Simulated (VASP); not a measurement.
Here is a VASP 6.6.1 calculation.

INCAR

```
PREC = Accurate
ENCUT = 520
EDIFF = 1E-7
ISMEAR = -1
SIGMA = 0.05
LREAL = False
LASPH = True
NELM = 100
ALGO = Normal
ISIF = 2
LWAVE = False
LCHARG = False
GGA = PS
NBANDS = 18
```

KPOINTS

```
Automatic mesh
0
Gamma
  9 9 5
```

The input POSCAR:

```
PtS2
1.0
    3.5432000000      0.0000000000      0.0000000000
   -1.7716000000      3.0685012107      0.0000000000
    0.0000000000      0.0000000000      5.0388000000
Pt S
1 2
Direct
   -0.0005740000     -0.0065100000      0.0100490000
    0.6671830000      0.3310740000      0.7716870000
    0.3350640000      0.6714820000      0.2343540000
```

Potentials or basis: VASP PAW PBE potentials, release 64 (Pt, S).

Run with:

```console
$ cat potpaw_PBE.64/Pt/POTCAR potpaw_PBE.64/S/POTCAR > POTCAR
$ mpirun -np 1 vasp_std > vasp.out
```

Task: Predict the band gap on the k mesh.

Result: 0.83 eV, indirect (least direct gap 0.96 eV).

Task: What does it give for the pressure?

Result: 4.3 GPa.

Task: Predict the largest force.

Result: 1.083 eV/Å.

Forces on the atoms (eV/Å):
```
Pt  -0.163  0.464 -0.729
S    0.020 -0.088 -0.277
S    0.143 -0.376  1.005
```

Caveat: the cell differs from its parent crystal (atoms moved at random); the PAW data sets were made with another functional, which shifts forces and pressure a little; spin-orbit coupling is left out, which moves the levels of the heavy elements. A k mesh can miss the band edges.
